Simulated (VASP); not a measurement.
A run of VASP 6.6.1 is set up as follows.

The input POSCAR:

```
BP
1.0
    0.0000000000      2.2236200000      2.2690000000
    2.2236200000      0.0000000000      2.2690000000
    2.2236200000      2.2236200000      0.0000000000
B P
1 1
Direct
    0.0000000000      0.0000000000      0.0000000000
    0.7500000000      0.7500000000      0.7500000000
```

File INCAR.step1:

```
SYSTEM = BP
PREC = Accurate ; ENCUT = 520
ISMEAR = 0 ; SIGMA = 0.05
LREAL = .False. ; LASPH = .True.
NELM = 80 ; NBANDS = 11
GGA = PE ; ALGO = Normal
EDIFF = 1E-4 ; LWAVE = .True.
LCHARG = .False.
```

The input INCAR.step2:

```
SYSTEM = BP
PREC = Accurate ; ENCUT = 520
EDIFF = 1E-6 ; ISMEAR = 0
SIGMA = 0.05 ; LREAL = .False.
LASPH = .True. ; NELM = 80
ALGO = Normal ; ISIF = 2
LWAVE = .False. ; LCHARG = .False.
METAGGA = R2SCAN ; LMIXTAU = .True.
NBANDS = 11 ; ISTART = 1
```

KPOINTS

```
Automatic mesh
0
Gamma
  10 10 10
  0 0 0
```

Potentials or basis: VASP PAW PBE potentials, release 64 (B, P).

The run is started by

```sh
$ cat potpaw_PBE.64/B/POTCAR potpaw_PBE.64/P/POTCAR > POTCAR
$ cp INCAR.step1 INCAR
$ mpirun -np 1 vasp_std > vasp.out
$ cp INCAR.step2 INCAR
$ mpirun -np 1 vasp_std > vasp.out
```

**Question.** What does it give for the band gap on the k mesh?

**Answer.** 1.23 eV, indirect (least direct gap 3.59 eV).

**Question.** What does it give for the pressure?

**Answer.** 6.6 GPa.

Stress tensor (GPa, compression positive):
```
8.71 0.00 0.00
0.00 8.71 0.00
0.00 0.00 2.49
```

Caveat: the cell differs from its parent crystal (strain -0.0200 x Voigt [1, 1, 0, 0, 0, 0]); the PAW data sets were made with another functional, which shifts forces and pressure a little. A k mesh can miss the band edges.
